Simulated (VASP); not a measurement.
A run of VASP 6.6.1:

Contents of POSCAR:

```
PdRh
1.0
    1.3792149729      0.7962901359      4.4952460509
   -1.3792149729      0.7962901359      4.4952460509
    0.0000000000     -1.5925802718      4.4952460509
Pd Rh
1 1
Direct
    0.0000000000      0.0000000000      0.0000000000
    0.5000000000      0.5000000000      0.5000000000
```

File INCAR.step1:

```
SYSTEM = PdRh
  PREC = Accurate
  ENCUT = 520
  ISMEAR = -1
  SIGMA = 0.05
  LREAL = .FALSE.
  LASPH = .TRUE.
  NELM = 150
  ISPIN = 2
  MAGMOM = 0.163 0.327
  NUPDOWN = 0.49
  LMAXMIX = 4
  NBANDS = 24
  GGA = PE
  ALGO = Normal
  EDIFF = 1E-4
  LWAVE = .TRUE.
  LCHARG = .FALSE.
```

File INCAR.step2:

```
SYSTEM = PdRh
  PREC = Accurate
  ENCUT = 520
  EDIFF = 1E-7
  ISMEAR = -1
  SIGMA = 0.05
  LREAL = .FALSE.
  LASPH = .TRUE.
  NELM = 150
  ALGO = Normal
  ISIF = 2
  LWAVE = .FALSE.
  LCHARG = .FALSE.
  ISPIN = 2
  MAGMOM = 0.163 0.327
  LORBIT = 11
  NUPDOWN = 0.49
  LMAXMIX = 4
  METAGGA = R2SCAN
  LMIXTAU = .TRUE.
  NBANDS = 24
  ISTART = 1
```

File KPOINTS:

```
regular mesh
0
G
  12 12 12
  0 0 0
```

Potentials or basis: VASP PAW PBE potentials, release 64 (Pd, Rh_pv).

Run with:

```sh
$ cat potpaw_PBE.64/Pd/POTCAR potpaw_PBE.64/Rh_pv/POTCAR > POTCAR
$ cp INCAR.step1 INCAR
$ mpirun -np 1 vasp_std > vasp.out
$ cp INCAR.step2 INCAR
$ mpirun -np 1 vasp_std > vasp.out
```

Hardware: 1 thread of Intel(R) Xeon(R) 6975P-C (Granite Rapids), with other jobs on the host.

Estimate the wall time of this run.

Run time: 14 min on 1 thread of Intel(R) Xeon(R) 6975P-C (Granite Rapids) (shared host), peak memory 0.41 GiB. Counts: k points 189.
